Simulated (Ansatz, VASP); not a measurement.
## AgBr: VASP beside Ansatz

```
CELL_PARAMETERS angstrom
4.05900 0.00000 0.00000
2.02950 3.51520 0.00000
2.02950 1.17173 3.31416
ATOMIC_POSITIONS crystal
Ag 0.00000 0.00000 0.00000
Br 0.50000 0.50000 0.50000
```

Alike in both runs: task single point; functional PBE; k mesh 3 × 3 × 3; no spin polarisation.

```csv
,VASP,Ansatz
version,VASP 6.6.1,Ansatz 0.2.0
potentials or method,"VASP PAW PBE potentials, release 64 (Ag, Br), cutoff 500 eV","plane waves, PAW"
occupations,"gaussian, width 0.01 eV",fixed
valence electrons in the cell,18,26
```

```tsv
	VASP	Ansatz	Ansatz less VASP
pressure (GPa)	3.1	3.2	+0.04
```

VASP's potentials hold 18 valence electrons a cell and Ansatz's 26, so a difference there can come from the potentials and not from the codes.

The k mesh is coarse, so the values compare programs but aren't converged.
